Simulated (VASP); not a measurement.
# HfC in VASP: further runs

HfC is run at these levels: PBE; tasks: electric field gradients.

All numbers are computed with VASP 6.6.1; they aren't measurements. Logs are shortened: lines on timing, memory, paths and dates and some standing lists are left out, and cuts for length are marked.

## Step 1: The cell of the first run

The structure is cubic, space group Fm-3m (No. 225). The conventional cell has a = 4.741 Å, b = 4.741 Å, c = 4.741 Å, α = 90.00°, β = 90.00°, γ = 90.00°. Hf (site symmetry m-3m) has 6 C at 2.37 Å within 3.1 Å. C (site symmetry m-3m) has 6 Hf at 2.37 Å within 3.1 Å.

## Step 2: Electric field gradients, PBE (volume scaled by 1.06)

Input file INCAR:

```
SYSTEM = HfC
ALGO = Normal
EDIFF = 1E-8
ENCUT = 520
GGA = PE
ISIF = 2
ISMEAR = -1
LASPH = .True.
LCHARG = .False.
LEFG = .True.
LREAL = .False.
LWAVE = .False.
NBANDS = 14
NELM = 60
PREC = Accurate
SIGMA = 0.05
```

Input file KPOINTS:

```
k-points
0
Gamma
  15 15 15
  0 0 0
```

Input file POSCAR:

```
HfC
1.0
    0.0000000000      2.3705998121      2.3705998121
    2.3705998121      0.0000000000      2.3705998121
    2.3705998121      2.3705998121      0.0000000000
Hf C
1 1
Direct
    0.5000000000      0.5000000000      0.5000000000
    0.0000000000      0.0000000000      0.0000000000
```

Potentials or basis: VASP PAW PBE potentials, release 64 (Hf_pv, C).

The run is started by

```sh
> cat potpaw_PBE.64/Hf_pv/POTCAR potpaw_PBE.64/C/POTCAR > POTCAR
> mpirun -np 1 vasp_std > vasp.out
```

OUTCAR:

```text
SYSTEM = HfC
   EDIFF = 1E-8
   ENCUT = 520
   GGA = PE
   ISIF = 2
   ISMEAR = -1
   LASPH = .True.
   LREAL = .False.
   NELM = 60
   PREC = Accurate

 ion  position               nearest neighbor table
   1  0.500  0.500  0.500-   2 2.37   2 2.37   2 2.37   2 2.37   2 2.37   2 2.37
   2  0.000  0.000  0.000-   1 2.37   1 2.37   1 2.37   1 2.37   1 2.37   1 2.37

  LATTYP: Found a face centered cubic cell.
 ALAT       =     4.7411996242

  Lattice vectors:

 A1 = (   0.0000000000,   2.3705998121,   2.3705998121)
 A2 = (   2.3705998121,   0.0000000000,   2.3705998121)
 A3 = (   2.3705998121,   2.3705998121,   0.0000000000)

Analysis of symmetry for initial positions (statically):
=====================================================================
 Subroutine PRICEL returns:
 Original cell was already a primitive cell.

 Routine SETGRP: Setting up the symmetry group for a
 face centered cubic supercell.

 Subroutine GETGRP returns: Found 48 space group operations
 (whereof 48 operations were pure point group operations)
 out of a pool of 48 trial point group operations.

The static configuration has the point symmetry O_h .

Analysis of symmetry for dynamics (positions and initial velocities):
=====================================================================
 Subroutine PRICEL returns:
 Original cell was already a primitive cell.

 Routine SETGRP: Setting up the symmetry group for a
 face centered cubic supercell.

 Subroutine GETGRP returns: Found 48 space group operations
 (whereof 48 operations were pure point group operations)
 out of a pool of 48 trial point group operations.

The dynamic configuration has the point symmetry O_h .

 Subroutine INISYM returns: Found 48 space group operations
 (whereof 48 operations are pure point group operations),
 and found     1 'primitive' translations

----------------------------------------------------------------------------------------

                                     Primitive cell

  volume of cell :      26.6443

  direct lattice vectors                    reciprocal lattice vectors
     0.000000000  2.370599812  2.370599812    -0.210917084  0.210917084  0.210917084
     2.370599812  0.000000000  2.370599812     0.210917084 -0.210917084  0.210917084
     2.370599812  2.370599812  0.000000000     0.210917084  0.210917084 -0.210917084

  length of vectors
     3.352534405  3.352534405  3.352534405     0.365319106  0.365319106  0.365319106

  position of ions in fractional coordinates (direct lattice)
     0.500000000  0.500000000  0.500000000
     0.000000000  0.000000000  0.000000000

  ion indices of the primitive-cell ions
   primitive index   ion index
                 1           1
                 2           2

----------------------------------------------------------------------------------------

 KPOINTS: k-points

Automatic generation of k-mesh.
 Grid dimensions read from file:
 generate k-points for:   15   15   15

 Generating k-lattice:

  Cartesian coordinates                     Fractional coordinates (reciprocal lattice)
    -0.014061139  0.014061139  0.014061139     0.066666667  0.000000000  0.000000000
     0.014061139 -0.014061139  0.014061139     0.000000000  0.066666667  0.000000000
     0.014061139  0.014061139 -0.014061139     0.000000000  0.000000000  0.066666667

  Length of vectors
     0.024354607  0.024354607  0.024354607

  Shift w.r.t. Gamma in fractional coordinates (k-lattice)
     0.000000000  0.000000000  0.000000000

 Subroutine IBZKPT returns following result:
 ===========================================

 Found    120 irreducible k-points:

 Following reciprocal coordinates:
            Coordinates               Weight
  0.000000  0.000000  0.000000      1.000000
  0.066667  0.000000  0.000000      8.000000
  0.133333  0.000000  0.000000      8.000000
  0.200000  0.000000  0.000000      8.000000
  0.266667  0.000000  0.000000      8.000000
  0.333333  0.000000  0.000000      8.000000
[... 16 lines left out ...]
  0.133333  0.133333  0.000000      6.000000
  0.200000  0.133333  0.000000     24.000000
 [... further k-points ...]
   k-points           NKPTS =    120   k-points in BZ     NKDIM =    120   number of bands    NBANDS=     14
   number of dos      NEDOS =    301   number of ions     NIONS =      2
   total plane-waves  NPLWV =  21952
   dimension x,y,z NGX =    28 NGY =   28 NGZ =   28
   dimension x,y,z NGXF=    56 NGYF=   56 NGZF=   56
   ions per type =               1   1
   NGX,Y,Z   is equivalent  to a cutoff of  13.88, 13.88, 13.88 a.u.
   NGXF,Y,Z  is equivalent  to a cutoff of  27.77, 27.77, 27.77 a.u.
 SYSTEM =  HfC
   PREC   = accura    normal or accurate (medium, high low for compatibility)
   ISTART =      0    job   : 0-new  1-cont  2-samecut
   ICHARG =      2    charge: 1-file 2-atom 10-const
   ISPIN  =      1    spin polarized calculation?
   LNONCOLLINEAR =      F non collinear calculations
   LSORBIT =      F    spin-orbit coupling
   LASPH  =      T    aspherical Exc in radial PAW
   ENCUT  =  520.0 eV  38.22 Ry    6.18 a.u.   6.23  6.23  6.23*2*pi/ulx,y,z
   NELM   =     60;   NELMIN=  2; NELMDL= -5     # of ELM steps
   EDIFF  = 0.1E-07   stopping-criterion for ELM
   LREAL  =      F    real-space projection
   EDIFFG = 0.1E-06   stopping-criterion for IOM
   NSW    =      0    number of steps for IOM
   IBRION =     -1    ionic relax: 0-MD 1-quasi-New 2-CG
   NFREE  =      0    steps in history (QN), initial steepest desc. (CG)
   ISIF   =      2    stress and relaxation
   ISYM   =      2    0-nonsym 1-usesym 2-fastsym
   POTIM  = 0.5000    time-step for ionic-motion
   TEBEG  =    0.0;   TEEND  =   0.0 temperature during run
   PSTRESS=    0.0 pullay stress
   NELECT =      14.0000    total number of electrons
   NUPDOWN=      -1.0000    fix difference up-down
   EMIN   =  10.00;   EMAX   =-10.00  energy-range for DOS
   EFERMI =   0.00;   METHOD = LEGACY
   ISMEAR =    -1;   SIGMA  =   0.05  broadening in eV -4-tet -1-fermi 0-gaus
   EFERMI_NEDOS =   21; number of points for ismear=-14 and -15
   IALGO  =     38    algorithm
   IMIX   =      4    mixing-type and parameters
     AMIX     =   0.40;   BMIX     =  1.00
     AMIX_MAG =   1.60;   BMIX_MAG =  1.00
  volume/ion in A,a.u.               =      13.32        89.90
  Fermi-wavevector in a.u.,A,eV,Ry     =   1.321040  2.496403 23.744158  1.745146
  Thomas-Fermi vector in A             =   2.450823
   LORBIT       =      0    0 simple, 1 ext, 2 COOP (PROOUT), +10 PAW based schemes
   GGA     = PE    functional components
   LHFCALC =     F    Hartree Fock is set to
   AEXX    =    0.0000 exact exchange contribution
   IVDW    =     0    specifies the selected vdW correction
   LEPSILON=     F    determine dielectric tensor
   LRPA    =     F    only Hartree local field effects (RPA)
 non-spin polarized calculation
  energy-cutoff  :      520.00
  volume of cell :       26.64
 maximum number of plane-waves:       745
 NGX is ok and might be reduce to    28
   NGX = 13   NGY = 13   NGZ = 13

 number of electron      14.0000000 magnetization

 Free energy of the ion-electron system (eV)
  ---------------------------------------------------
  ext. energy  EPLUGINS =         0.00000000
  ---------------------------------------------------
  free energy    TOTEN  =       -20.98166496 eV

  energy without entropy =      -20.97855913  energy(sigma->0) =      -20.98011204

 E-fermi :   5.4890     XC(G=0): -12.0000

 val. band max:        5.4835601380   @ k =   0.4667   0.4000   0.0000
 cond. band min:       5.4955219851   @ k =  -0.4667   0.4667   0.0000
 fundamental gap:      0.0119618471
 Fermi energy:         5.4890326139

 k-point     1 :       0.0000    0.0000    0.0000
  band No.  band energies     occupation
      1     -24.3429      2.00000
      2     -24.3429      2.00000
      3     -24.3429      2.00000
      4      -6.5004      2.00000
      5       6.4834      0.00000
      6       6.4834      0.00000
      7       6.4834      0.00000
      8       6.8807      0.00000
      9       6.8807      0.00000
     10       6.8807      0.00000
     11       8.7212      0.00000
     12       8.7212      0.00000
     13      11.6667      0.00000
     14      16.3443      0.00000
[... 375 lines left out ...]
 k-point    24 :       0.2000    0.1333    0.0000
  band No.  band energies     occupation
      1     -24.4943      2.00000
      2     -24.3892      2.00000
      3     -24.3835      2.00000
      4      -5.6762      2.00000
      5       3.1697      2.00000
      6       4.8713      1.99999
      7       5.1143      1.99889
      8       6.2953      0.00000
      9       8.8249      0.00000
     10       9.1089      0.00000
     11       9.8096      0.00000
     12      11.2597      0.00000
     13      14.3720      0.00000
     14      18.6135      0.00000

 [... further k-points ...]
[... 5 lines left out ...]
  --------------------------------------------------------------------------------------
  -------------------------------------------------------------------------------------
  Total       -2.1209404     -2.1209404     -2.1209404     -0.0000000      0.0000000     -0.0000000
  in kB     -127.5364450   -127.5364450   -127.5364450     -0.0000000      0.0000000     -0.0000000
  external PRESSURE =    -127.5364450 kB  Pullay stress =       0.0000000 kB

 VOLUME and BASIS-vectors are now :
 -----------------------------------------------------------------------------
  energy-cutoff  :      520.00
  volume of cell :       26.64
      direct lattice vectors                 reciprocal lattice vectors
     0.000000000  2.370599812  2.370599812    -0.210917084  0.210917084  0.210917084
     2.370599812  0.000000000  2.370599812     0.210917084 -0.210917084  0.210917084
     2.370599812  2.370599812  0.000000000     0.210917084  0.210917084 -0.210917084

 POSITION                                       TOTAL-FORCE (eV/Angst)
 -----------------------------------------------------------------------------------
      2.37060      2.37060      2.37060         0.000000     -0.000000      0.000000
      0.00000      0.00000      0.00000        -0.000000      0.000000     -0.000000
 -----------------------------------------------------------------------------------
    total drift:                                0.000000      0.000000      0.000000

  FREE ENERGIE OF THE ION-ELECTRON SYSTEM (eV)
  ---------------------------------------------------
  free  energy   TOTEN  =       -20.9816649581 eV

  energy  without entropy=      -20.9785591298  energy(sigma->0) =      -20.98011204

 Electric field gradients (V/A^2)
---------------------------------------------------------------------
 ion       V_xx      V_yy      V_zz      V_xy      V_xz      V_yz
---------------------------------------------------------------------
   1      -0.000    -0.000     0.000    -0.000    -0.000    -0.000
   2       0.000     0.000     0.000    -0.000    -0.000    -0.000
---------------------------------------------------------------------

 Electric field gradients after diagonalization (V/A^2)
 (convention: |V_zz| > |V_xx| > |V_yy|)
----------------------------------------------------------------------
 ion       V_xx      V_yy      V_zz     asymmetry (V_yy - V_xx)/ V_zz
----------------------------------------------------------------------
   1       0.000     0.000    -0.001       0.000
   2       0.000     0.000    -0.000       0.000
----------------------------------------------------------------------

           NMR quadrupolar parameters

 Cq : quadrupolar parameter    Cq=e*Q*V_zz/h
 eta: asymmetry parameters     (V_yy - V_xx)/ V_zz
 Q  : nuclear electric quadrupole moment in mb (millibarn)
----------------------------------------------------------------------
 ion       Cq(MHz)       eta       Q (mb)
----------------------------------------------------------------------
   1      -0.000       0.000       1.000
   2      -0.000       0.000       1.000
----------------------------------------------------------------------
```

Run time: 23 s. Hardware: 1 thread of Intel Xeon 6975P-C (Granite Rapids), shared host; peak memory 0.19 GiB.

Results:

```
Free energy            : -20.9817 eV
Pressure               : -12.8 GPa
Band gap on the k mesh : zero (band 7 reaches 6.48 eV, above the bottom of band 8 at 5.09 eV)
```

Caveat: without QUAD_EFG the Cq values of the log hold for a quadrupole moment of 1 mb, not for the nuclei; spin-orbit coupling is left out, which moves the levels of the heavy elements.

## Step 3: Electric field gradients, PBE (zz strain of -3 %)

Input file INCAR:

```
PREC = Accurate
ENCUT = 520
EDIFF = 1E-8
ISMEAR = -1
SIGMA = 0.05
LREAL = False
LASPH = True
NELM = 60
ALGO = Normal
ISIF = 2
LWAVE = False
LCHARG = False
GGA = PE
LEFG = True
NBANDS = 14
```

Input file KPOINTS:

```
regular mesh
0
Gamma
  15 15 15
```

Input file POSCAR:

```
HfC
1.0
    0.0000000000      2.3250000000      2.2552500000
    2.3250000000      0.0000000000      2.2552500000
    2.3250000000      2.3250000000      0.0000000000
Hf C
1 1
Direct
    0.5000000000      0.5000000000      0.5000000000
    0.0000000000      0.0000000000      0.0000000000
```

Potentials or basis: VASP PAW PBE potentials, release 64 (Hf_pv, C).

The run is started by

```sh
> cat potpaw_PBE.64/Hf_pv/POTCAR potpaw_PBE.64/C/POTCAR > POTCAR
> mpirun -np 1 vasp_std > vasp.out
```

OUTCAR:

```text
PREC = Accurate
   ENCUT = 520
   EDIFF = 1E-8
   ISMEAR = -1
   LREAL = False
   LASPH = True
   NELM = 60
   ISIF = 2
   GGA = PE

 ion  position               nearest neighbor table
   1  0.500  0.500  0.500-   2 2.26   2 2.26   2 2.33   2 2.33   2 2.33   2 2.33
   2  0.000  0.000  0.000-   1 2.26   1 2.26   1 2.33   1 2.33   1 2.33   1 2.33

  LATTYP: Found a body centered tetragonal cell.
 ALAT       =     3.2880465325
 C/A-ratio  =     1.3717871555

  Lattice vectors:

 A1 = (   0.0000000000,  -2.3250000000,  -2.2552500000)
 A2 = (   0.0000000000,   2.3250000000,  -2.2552500000)
 A3 = (   2.3250000000,   0.0000000000,   2.2552500000)

Analysis of symmetry for initial positions (statically):
=====================================================================
 Subroutine PRICEL returns:
 Original cell was already a primitive cell.

 Routine SETGRP: Setting up the symmetry group for a
 body centered tetragonal supercell.

[... 595 lines left out ...]
  volume of cell :       24.38
      direct lattice vectors                 reciprocal lattice vectors
     0.000000000  2.325000000  2.255250000    -0.215053763  0.215053763  0.221704911
     2.325000000  0.000000000  2.255250000     0.215053763 -0.215053763  0.221704911
     2.325000000  2.325000000  0.000000000     0.215053763  0.215053763 -0.221704911

 POSITION                                       TOTAL-FORCE (eV/Angst)
 -----------------------------------------------------------------------------------
      2.32500      2.32500      2.25525         0.000000     -0.000000      0.000000
      0.00000      0.00000      0.00000        -0.000000      0.000000      0.000000
 -----------------------------------------------------------------------------------
    total drift:                                0.000000     -0.000000      0.000000

  FREE ENERGIE OF THE ION-ELECTRON SYSTEM (eV)
  ---------------------------------------------------
  free  energy   TOTEN  =       -21.0087229896 eV

  energy  without entropy=      -21.0064222529  energy(sigma->0) =      -21.00757262

 Electric field gradients (V/A^2)
---------------------------------------------------------------------
 ion       V_xx      V_yy      V_zz      V_xy      V_xz      V_yz
---------------------------------------------------------------------
   1      48.501    48.501   -97.003     0.000    -0.000    -0.000
   2       1.872     1.872    -3.743     0.000     0.000     0.000
---------------------------------------------------------------------

 Electric field gradients after diagonalization (V/A^2)
 (convention: |V_zz| > |V_xx| > |V_yy|)
----------------------------------------------------------------------
 ion       V_xx      V_yy      V_zz     asymmetry (V_yy - V_xx)/ V_zz
----------------------------------------------------------------------
   1      48.502    48.501   -97.003       0.000
   2       1.872     1.871    -3.743       0.000
----------------------------------------------------------------------

           NMR quadrupolar parameters

 Cq : quadrupolar parameter    Cq=e*Q*V_zz/h
 eta: asymmetry parameters     (V_yy - V_xx)/ V_zz
 Q  : nuclear electric quadrupole moment in mb (millibarn)
----------------------------------------------------------------------
 ion       Cq(MHz)       eta       Q (mb)
----------------------------------------------------------------------
   1      -0.235       0.000       1.000
   2      -0.009       0.000       1.000
----------------------------------------------------------------------
```

OSZICAR:

```text
N       E                     dE             d eps       ncg     rms          rms(c)
DAV:   1     0.231012568045E+02    0.23101E+02   -0.77914E+03  8102   0.989E+02
DAV:   2    -0.226316674514E+02   -0.45733E+02   -0.43029E+02 10490   0.202E+02
DAV:   3    -0.241558560448E+02   -0.15242E+01   -0.15190E+01  9654   0.267E+01
DAV:   4    -0.241622069663E+02   -0.63509E-02   -0.63505E-02  9530   0.214E+00
DAV:   5    -0.241622456327E+02   -0.38666E-04   -0.38667E-04  9752   0.149E-01    0.604E+01
DAV:   6    -0.210624071287E+02    0.30998E+01   -0.11785E+01  8916   0.183E+01    0.429E+01
DAV:   7    -0.210218033387E+02    0.40604E-01   -0.54846E-01 10218   0.516E+00    0.250E+01
DAV:   8    -0.210144660633E+02    0.73373E-02   -0.61410E-02  9624   0.196E+00    0.573E+00
DAV:   9    -0.210090167665E+02    0.54493E-02   -0.20817E-02  9378   0.818E-01    0.199E+00
DAV:  10    -0.210087259862E+02    0.29078E-03   -0.12429E-03  9936   0.262E-01    0.932E-02
DAV:  11    -0.210087231165E+02    0.28697E-05   -0.72469E-05  9528   0.698E-02    0.423E-02
DAV:  12    -0.210087232017E+02   -0.85181E-07   -0.16700E-06 10116   0.120E-02    0.153E-02
DAV:  13    -0.210087230258E+02    0.17582E-06   -0.16869E-07  9518   0.286E-03    0.551E-03
DAV:  14    -0.210087229945E+02    0.31323E-07   -0.53866E-09  6990   0.549E-04    0.148E-03
DAV:  15    -0.210087229896E+02    0.49442E-08   -0.37558E-10  5850   0.160E-04
   1 F= -.21008723E+02 E0= -.21007573E+02  d E =-.230074E-02
```

stdout:

```text
POSCAR found type information on POSCAR HfC
 POSCAR found :  2 types and       2 ions
 scaLAPACK will be used
 LDA part: xc-table for (Slater+PW92), standard interpolation
 POSCAR, INCAR and KPOINTS ok, starting setup
 FFT: planning ... GRIDC
 FFT: planning ... GRID_SOFT
 FFT: planning ... GRID
 WAVECAR not read
 entering main loop
ion   1

ion   2
```

Run time: 33 s. Hardware: 1 thread of Intel Xeon Platinum 8559C (Emerald Rapids), shared host; peak memory 0.22 GiB.

Results:

```
Free energy            : -21.0087 eV
Pressure               : 7.7 GPa
Band gap on the k mesh : zero (band 7 reaches 7.32 eV, above the bottom of band 8 at 5.56 eV)
```

Electric field gradients, principal values (V/Å²):
| atom | least | middle | greatest (by size) |
| --- | --- | --- | --- |
| 1 Hf | 48.501 | 48.502 | -97.003 |
| 2 C | 1.871 | 1.872 | -3.743 |

Caveat: the cell differs from its parent crystal (zz strain of -3 %); without QUAD_EFG the Cq values of the log hold for a quadrupole moment of 1 mb, not for the nuclei; spin-orbit coupling is left out, which moves the levels of the heavy elements.
